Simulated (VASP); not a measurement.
# Ta (Im-3m) in VASP: a series of runs, part 2 of 2

VASP 6.6.1. Earlier steps stand in the parts before.

### Step 4. Single point, PBE

This run uses another cell than the first one, of 17.11 Å³/atom, 1.056 times its volume.

INCAR

```
ALGO     = Normal         # electronic algorithm
EDIFF    = 1E-6           # SCF threshold, eV
ENCUT    = 500            # plane-wave cutoff, eV
GGA      = PE             # functional
GGA_COMPAT= F            
ISIF     = 2              # what is computed and relaxed
ISMEAR   = 1              # smearing method
LASPH    = T              # aspherical terms in the spheres
LCHARG   = F              # write CHGCAR
LREAL    = F              # projectors in reciprocal space
LWAVE    = F              # write WAVECAR
NBANDS   = 12             # bands
NELM     = 120            # most SCF steps
PREC     = Accurate       # precision mode
SIGMA    = 0.05           # smearing width, eV
```

KPOINTS

```
k-points
0
Gamma
  10 10 10
```

POSCAR

```
Ta
1.0
   -1.6232867955      1.6232867955      1.6232867955
    1.6232867955     -1.6232867955      1.6232867955
    1.6232867955      1.6232867955     -1.6232867955
Ta
1
Direct
    0.0000000000      0.0000000000      0.0000000000
```

Potentials or basis: VASP PAW PBE potentials, release 64 (Ta_pv).

Run with:

```console
> cat potpaw_PBE.64/Ta_pv/POTCAR > POTCAR
> mpirun -np 1 vasp_std > vasp.out
```

OUTCAR:

```text
EDIFF = 1E-6
   ENCUT = 500
   GGA = PE
   ISIF = 2
   ISMEAR = 1
   LASPH = T
   LREAL = F
   NELM = 120
   PREC = Accurate

 ion  position               nearest neighbor table
   1  0.000  0.000  0.000-

  LATTYP: Found a body centered cubic cell.
 ALAT       =     3.2465735910

  Lattice vectors:

 A1 = (  -1.6232867955,   1.6232867955,   1.6232867955)
 A2 = (   1.6232867955,  -1.6232867955,   1.6232867955)
 A3 = (   1.6232867955,   1.6232867955,  -1.6232867955)

Analysis of symmetry for initial positions (statically):
=====================================================================
 Subroutine PRICEL returns:
 Original cell was already a primitive cell.

 Routine SETGRP: Setting up the symmetry group for a
 body centered cubic supercell.

 Subroutine GETGRP returns: Found 48 space group operations
 (whereof 48 operations were pure point group operations)
 out of a pool of 48 trial point group operations.

The static configuration has the point symmetry O_h .

Analysis of symmetry for dynamics (positions and initial velocities):
=====================================================================
 Subroutine PRICEL returns:
 Original cell was already a primitive cell.

 Routine SETGRP: Setting up the symmetry group for a
 body centered cubic supercell.

 Subroutine GETGRP returns: Found 48 space group operations
 (whereof 48 operations were pure point group operations)
 out of a pool of 48 trial point group operations.

The dynamic configuration has the point symmetry O_h .

 Subroutine INISYM returns: Found 48 space group operations
 (whereof 48 operations are pure point group operations),
 and found     1 'primitive' translations

----------------------------------------------------------------------------------------

                                     Primitive cell

  volume of cell :      17.1098

  direct lattice vectors                    reciprocal lattice vectors
    -1.623286796  1.623286796  1.623286796     0.000000000  0.308017044  0.308017044
     1.623286796 -1.623286796  1.623286796     0.308017044  0.000000000  0.308017044
     1.623286796  1.623286796 -1.623286796     0.308017044  0.308017044  0.000000000

  length of vectors
     2.811615205  2.811615205  2.811615205     0.435601881  0.435601881  0.435601881

  position of ions in fractional coordinates (direct lattice)
     0.000000000  0.000000000  0.000000000

  ion indices of the primitive-cell ions
   primitive index   ion index
                 1           1

----------------------------------------------------------------------------------------

 KPOINTS: k-points

Automatic generation of k-mesh.
 Grid dimensions read from file:
 generate k-points for:   10   10   10

 Generating k-lattice:

  Cartesian coordinates                     Fractional coordinates (reciprocal lattice)
     0.000000000  0.030801704  0.030801704     0.100000000  0.000000000  0.000000000
     0.030801704  0.000000000  0.030801704     0.000000000  0.100000000  0.000000000
     0.030801704  0.030801704  0.000000000     0.000000000  0.000000000  0.100000000

  Length of vectors
     0.043560188  0.043560188  0.043560188

  Shift w.r.t. Gamma in fractional coordinates (k-lattice)
     0.000000000  0.000000000  0.000000000

 Subroutine IBZKPT returns following result:
 ===========================================

 Found     47 irreducible k-points:

 Following reciprocal coordinates:
            Coordinates               Weight
  0.000000  0.000000  0.000000      1.000000
  0.100000  0.000000  0.000000     12.000000
  0.200000  0.000000  0.000000     12.000000
  0.300000  0.000000  0.000000     12.000000
  0.400000  0.000000  0.000000     12.000000
  0.500000  0.000000  0.000000      6.000000
[... 16 lines left out ...]
  0.300000  0.300000  0.100000      8.000000
 -0.300000  0.300000  0.100000     24.000000
 [... further k-points ...]
   k-points           NKPTS =     47   k-points in BZ     NKDIM =     47   number of bands    NBANDS=     12
   number of dos      NEDOS =    301   number of ions     NIONS =      1
   total plane-waves  NPLWV =  13824
   dimension x,y,z NGX =    24 NGY =   24 NGZ =   24
   dimension x,y,z NGXF=    48 NGYF=   48 NGZF=   48
   ions per type =               1
   NGX,Y,Z   is equivalent  to a cutoff of  14.19, 14.19, 14.19 a.u.
   NGXF,Y,Z  is equivalent  to a cutoff of  28.38, 28.38, 28.38 a.u.
 SYSTEM =  unknown system
   PREC   = accura    normal or accurate (medium, high low for compatibility)
   ISTART =      0    job   : 0-new  1-cont  2-samecut
   ICHARG =      2    charge: 1-file 2-atom 10-const
   ISPIN  =      1    spin polarized calculation?
   LNONCOLLINEAR =      F non collinear calculations
   LSORBIT =      F    spin-orbit coupling
   LASPH  =      T    aspherical Exc in radial PAW
   ENCUT  =  500.0 eV  36.75 Ry    6.06 a.u.   5.13  5.13  5.13*2*pi/ulx,y,z
   NELM   =    120;   NELMIN=  2; NELMDL= -5     # of ELM steps
   EDIFF  = 0.1E-05   stopping-criterion for ELM
   LREAL  =      F    real-space projection
   EDIFFG = 0.1E-04   stopping-criterion for IOM
   NSW    =      0    number of steps for IOM
   IBRION =     -1    ionic relax: 0-MD 1-quasi-New 2-CG
   NFREE  =      0    steps in history (QN), initial steepest desc. (CG)
   ISIF   =      2    stress and relaxation
   ISYM   =      2    0-nonsym 1-usesym 2-fastsym
   POTIM  = 0.5000    time-step for ionic-motion
   TEBEG  =    0.0;   TEEND  =   0.0 temperature during run
   PSTRESS=    0.0 pullay stress
   NELECT =      11.0000    total number of electrons
   NUPDOWN=      -1.0000    fix difference up-down
   EMIN   =  10.00;   EMAX   =-10.00  energy-range for DOS
   EFERMI =   0.00;   METHOD = LEGACY
   ISMEAR =     1;   SIGMA  =   0.05  broadening in eV -4-tet -1-fermi 0-gaus
   EFERMI_NEDOS =   21; number of points for ismear=-14 and -15
   IALGO  =     38    algorithm
   IMIX   =      4    mixing-type and parameters
     AMIX     =   0.40;   BMIX     =  1.00
     AMIX_MAG =   1.60;   BMIX_MAG =  1.00
  volume/ion in A,a.u.               =      17.11       115.46
  Fermi-wavevector in a.u.,A,eV,Ry     =   1.412940  2.670070 27.162674  1.996400
  Thomas-Fermi vector in A             =   2.534637
   LORBIT       =      0    0 simple, 1 ext, 2 COOP (PROOUT), +10 PAW based schemes
   GGA     = PE    functional components
   LHFCALC =     F    Hartree Fock is set to
   AEXX    =    0.0000 exact exchange contribution
   IVDW    =     0    specifies the selected vdW correction
   LEPSILON=     F    determine dielectric tensor
   LRPA    =     F    only Hartree local field effects (RPA)
 non-spin polarized calculation
 Methfessel and Paxton  Order N= 1 SIGMA  =   0.05
  energy-cutoff  :      500.00
  volume of cell :       17.11
 maximum number of plane-waves:       466
 NGX is ok and might be reduce to    24
   NGX = 11   NGY = 11   NGZ = 11

 number of electron      10.9999999 magnetization

 Free energy of the ion-electron system (eV)
  ---------------------------------------------------
  ext. energy  EPLUGINS =         0.00000000
  ---------------------------------------------------
  free energy    TOTEN  =       -11.74635952 eV

  energy without entropy =      -11.74630757  energy(sigma->0) =      -11.74634220

 E-fermi :   5.9545     XC(G=0): -12.8893

 val. band max:        5.9387202281   @ k =   0.1000   0.1000   0.0000
 cond. band min:       5.9851041221   @ k =  -0.2000   0.3000   0.1000
 fundamental gap:      0.0463838940
 Fermi energy:         5.9545054156

 k-point     1 :       0.0000    0.0000    0.0000
  band No.  band energies     occupation
      1     -26.9879      2.00000
      2     -26.9879      2.00000
      3     -26.9879      2.00000
      4      -2.1983      2.00000
      5       6.6250     -0.00000
      6       6.6250     -0.00000
      7       6.6250     -0.00000
      8      10.0873      0.00000
      9      10.0873      0.00000
     10      20.7372      0.00000
     11      21.1690      0.00000
     12      21.1690      0.00000
[... 331 lines left out ...]
 k-point    24 :      -0.3000    0.3000    0.1000
  band No.  band energies     occupation
      1     -27.9040      2.00000
      2     -27.3311      2.00000
      3     -27.0996      2.00000
      4       1.2094      2.00000
      5       5.3416      2.00000
      6       5.4834      2.00000
      7       8.5673      0.00000
      8      10.3482      0.00000
      9      11.1596      0.00000
     10      20.4013      0.00000
     11      20.7567      0.00000
     12      23.3424      0.00000

 [... further k-points ...]

------------------------ aborting loop because EDIFF is reached ----------------------------------------

  FORCE on cell =-STRESS in cart. coord.  units (eV):
  Direction    XX          YY          ZZ          XY          YZ          ZX
  --------------------------------------------------------------------------------------
  -------------------------------------------------------------------------------------
  Total        1.8485418      1.8485418      1.8485418     -0.0000000     -0.0000000      0.0000000
  in kB      173.0988155    173.0988155    173.0988155     -0.0000000     -0.0000000      0.0000000
  external PRESSURE =     173.0988155 kB  Pullay stress =       0.0000000 kB

 VOLUME and BASIS-vectors are now :
 -----------------------------------------------------------------------------
  energy-cutoff  :      500.00
  volume of cell :       17.11
      direct lattice vectors                 reciprocal lattice vectors
    -1.623286796  1.623286796  1.623286796     0.000000000  0.308017044  0.308017044
     1.623286796 -1.623286796  1.623286796     0.308017044  0.000000000  0.308017044
     1.623286796  1.623286796 -1.623286796     0.308017044  0.308017044  0.000000000

 POSITION                                       TOTAL-FORCE (eV/Angst)
 -----------------------------------------------------------------------------------
      0.00000      0.00000      0.00000         0.000000     -0.000000     -0.000000
 -----------------------------------------------------------------------------------
    total drift:                                0.000000      0.000000     -0.000000

  FREE ENERGIE OF THE ION-ELECTRON SYSTEM (eV)
  ---------------------------------------------------
  free  energy   TOTEN  =       -11.7463595202 eV

  energy  without entropy=      -11.7463075740  energy(sigma->0) =      -11.74634220
```

Wall time 7.3 s (1 thread of Intel Xeon 6975P-C, shared host); peak memory 0.14 GiB.

Results:

- Free energy: -11.7464 eV
- Pressure: 17.3 GPa

Caveat: spin-orbit coupling is left out, which moves the levels of the heavy elements.

### Step 5. Single point, PBE

This run uses another cell than the first one, of 17.56 Å³/atom, 1.083 times its volume.

INCAR

```
ALGO = Normal ; EDIFF = 1E-6
ENCUT = 500 ; GGA = PE
GGA_COMPAT = False ; ISIF = 2
ISMEAR = 1 ; LASPH = True
LCHARG = False ; LREAL = False
LWAVE = False ; NBANDS = 12
NELM = 120 ; PREC = Accurate
SIGMA = 0.05
```

KPOINTS is that of step 4.

POSCAR

```
Ta
1.0
   -1.6374030414      1.6374030414      1.6374030414
    1.6374030414     -1.6374030414      1.6374030414
    1.6374030414      1.6374030414     -1.6374030414
Ta
1
Direct
    0.0000000000      0.0000000000      0.0000000000
```

Potentials or basis: VASP PAW PBE potentials, release 64 (Ta_pv).

Run with:

```console
> cat potpaw_PBE.64/Ta_pv/POTCAR > POTCAR
> mpirun -np 1 vasp_std > vasp.out
```

OUTCAR:

```text
EDIFF = 1E-6
   ENCUT = 500
   GGA = PE
   ISIF = 2
   ISMEAR = 1
   LASPH = True
   LREAL = False
   NELM = 120
   PREC = Accurate

 ion  position               nearest neighbor table
   1  0.000  0.000  0.000-

  LATTYP: Found a body centered cubic cell.
 ALAT       =     3.2748060828

  Lattice vectors:

 A1 = (  -1.6374030414,   1.6374030414,   1.6374030414)
 A2 = (   1.6374030414,  -1.6374030414,   1.6374030414)
 A3 = (   1.6374030414,   1.6374030414,  -1.6374030414)

Analysis of symmetry for initial positions (statically):
=====================================================================
 Subroutine PRICEL returns:
 Original cell was already a primitive cell.

 Routine SETGRP: Setting up the symmetry group for a
 body centered cubic supercell.

 Subroutine GETGRP returns: Found 48 space group operations
 (whereof 48 operations were pure point group operations)
 out of a pool of 48 trial point group operations.

The static configuration has the point symmetry O_h .

[... 167 lines left out ...]
  band No.  band energies     occupation
      1     -27.3128      2.00000
      2     -27.3128      2.00000
      3     -27.3128      2.00000
      4      -2.3179      2.00000
      5       6.4091     -0.00000
      6       6.4091     -0.00000
      7       6.4091     -0.00000
      8       9.7767      0.00000
      9       9.7767      0.00000
     10      20.8294      0.00000
     11      20.8294      0.00000
     12      20.8294      0.00000
[... 331 lines left out ...]
 k-point    24 :      -0.3000    0.3000    0.1000
  band No.  band energies     occupation
      1     -28.1533      2.00000
      2     -27.6294      2.00000
      3     -27.4149      2.00000
      4       1.0314      2.00000
      5       5.1686      2.00000
      6       5.2872      2.00000
      7       8.2972      0.00000
      8      10.0085      0.00000
      9      10.7914      0.00000
     10      19.9465      0.00000
     11      20.4403      0.00000
     12      22.7395      0.00000

 [... further k-points ...]

------------------------ aborting loop because EDIFF is reached ----------------------------------------

  FORCE on cell =-STRESS in cart. coord.  units (eV):
  Direction    XX          YY          ZZ          XY          YZ          ZX
  --------------------------------------------------------------------------------------
  -------------------------------------------------------------------------------------
  Total        1.1738464      1.1738464      1.1738464     -0.0000000     -0.0000000      0.0000000
  in kB      107.1013874    107.1013874    107.1013874     -0.0000000     -0.0000000      0.0000000
  external PRESSURE =     107.1013874 kB  Pullay stress =       0.0000000 kB

 VOLUME and BASIS-vectors are now :
 -----------------------------------------------------------------------------
  energy-cutoff  :      500.00
  volume of cell :       17.56
      direct lattice vectors                 reciprocal lattice vectors
    -1.637403041  1.637403041  1.637403041     0.000000000  0.305361592  0.305361592
     1.637403041 -1.637403041  1.637403041     0.305361592  0.000000000  0.305361592
     1.637403041  1.637403041 -1.637403041     0.305361592  0.305361592  0.000000000

 POSITION                                       TOTAL-FORCE (eV/Angst)
 -----------------------------------------------------------------------------------
      0.00000      0.00000      0.00000        -0.000000      0.000000     -0.000000
 -----------------------------------------------------------------------------------
    total drift:                                0.000000     -0.000000     -0.000000

  FREE ENERGIE OF THE ION-ELECTRON SYSTEM (eV)
  ---------------------------------------------------
  free  energy   TOTEN  =       -11.7857318915 eV

  energy  without entropy=      -11.7857676262  energy(sigma->0) =      -11.78574380
```

stdout:

```text
POSCAR found type information on POSCAR Ta
 POSCAR found :  1 types and       1 ions
 scaLAPACK will be used
 LDA part: xc-table for (Slater+PW92), standard interpolation
 POSCAR, INCAR and KPOINTS ok, starting setup
 FFT: planning ... GRIDC
 FFT: planning ... GRID_SOFT
 FFT: planning ... GRID
 WAVECAR not read
 entering main loop
```

It used 5.9 s of CPU time on 1 thread of Intel Xeon 6975P-C, with other jobs on the host.

What came out:

```yaml
Free_energy: -11.7857 eV
Pressure: 10.7 GPa
```

Caveat: spin-orbit coupling is left out, which moves the levels of the heavy elements.

### Step 6. Summary

| cell | gap on the mesh (eV) | pressure (GPa) |
| --- | --- | --- |
| a = 2.761 Å, angles 109.5°, 1 atom | none | 32.8 |
| a = 2.787 Å, angles 109.5°, 1 atom | none | 24.5 |
| a = 2.812 Å, angles 109.5°, 1 atom | none | 17.3 |
| a = 2.836 Å, angles 109.5°, 1 atom | none | 10.7 |

Alike in all rows: task single point; level PBE; potentials or basis VASP PAW PBE potentials, release 64 (Ta_pv); no spin polarisation; k mesh 10 × 10 × 10; cutoff (eV) 500; smearing methfessel-paxton 0.05 eV.

Caveats: spin-orbit coupling is left out, which moves the levels of the heavy elements.

Total energies depend on the potentials used, so only differences within one code and one set of settings carry meaning.
